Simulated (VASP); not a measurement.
**Sb: single point with PBEsol**

The system is Sb.

```
CELL_PARAMETERS angstrom
2.83071 0.00000 0.00000
-1.41536 2.45147 0.00000
0.00000 0.00000 4.51778
ATOMIC_POSITIONS crystal
Sb 0.33333 0.66667 0.25000
Sb 0.66667 0.33333 0.75000
```

```json
{"Program": "VASP 6.6.1", "Task": "single point", "Functional": "PBEsol", "Potentials or basis": "VASP PAW PBE potentials, release 64 (Sb)", "Cutoff": "520 eV", "k mesh": "13 × 13 × 7", "Occupations": "fermi-dirac, width 0.1 eV", "Spin": "no spin polarisation", "Dipole correction": "no", "Further INCAR settings": "ALGO = Normal; EDIFF = 1e-06; NBANDS = 12"}
```

```
Pressure               : 114.9 GPa
Band gap on the k mesh : zero (band 5 reaches 24.87 eV, above the bottom of band 6 at 12.46 eV)
```

Stress tensor (GPa, compression positive):
```
114.80   0.00   0.00
  0.00 114.80   0.00
  0.00   0.00 115.11
```

Levels at points of the mesh, in eV from the Fermi level:
| k point | band 1 | band 2 | band 3 | band 4 | band 5 | band 6 | band 7 | band 8 | band 9 | band 10 |
| --- | --- | --- | --- | --- | --- | --- | --- | --- | --- | --- |
| (0.00, 0.00, 0.00) | -18.77 | -10.74 | -10.24 | 6.04 | 6.04 | 8.56 | 8.56 | 8.62 | 9.46 | 10.56 |

It took 34 s on 1 thread of Intel Xeon 6975P-C (shared host), peak memory 0.17 GiB.

Caveat: the PAW data sets were made with another functional, which shifts forces and pressure a little; spin-orbit coupling is left out, which moves the levels of the heavy elements.
